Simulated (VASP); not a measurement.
A run of VASP 6.6.1 is set up as follows.

Contents of INCAR:

```
SYSTEM = Zr3Cd2
ALGO = Fast
EDIFF = 1E-6
ENCUT = 520
GGA = PS
ISIF = 2
ISMEAR = 0
LASPH = .True.
LCHARG = .False.
LREAL = .False.
LWAVE = .False.
NBANDS = 38
NELM = 60
PREC = Accurate
SIGMA = 0.1
```

KPOINTS

```
k-points
0
Gamma
  8 8 8
  0 0 0
```

The input POSCAR:

```
Zr3Cd2
1.0
    5.3005105122      0.0000000000      0.0000000000
    0.0000000000      4.8264520466      0.0000000000
    0.0000000000      0.0000000000      5.3005105122
Zr Cd
3 2
Direct
    0.0000000000      0.0000000000      0.5000000000
    0.5000000000      0.0000000000      0.0000000000
    0.0000000000      0.0000000000      0.0000000000
    0.5000000000      0.5000000000      0.5000000000
    0.5000000000      0.0000000000      0.5000000000
```

Potentials or basis: VASP PAW PBE potentials, release 64 (Zr_sv, Cd).

The run is started by

```bash
$ cat potpaw_PBE.64/Zr_sv/POTCAR potpaw_PBE.64/Cd/POTCAR > POTCAR
$ mpirun -np 1 vasp_std > vasp.out
```

Question: What does it give for the pressure?

Answer: 8.5 GPa.

Question: Estimate the band gap on the k mesh.

Answer: Zero (bands 30 and 31 overlap by 1.35 eV).

Stress tensor (GPa, compression positive):
```
8.38 0.00 0.00
0.00 8.87 0.00
0.00 0.00 8.38
```

Caveat: the cell stands under pressure; the PAW data sets were made with another functional, which shifts forces and pressure a little.
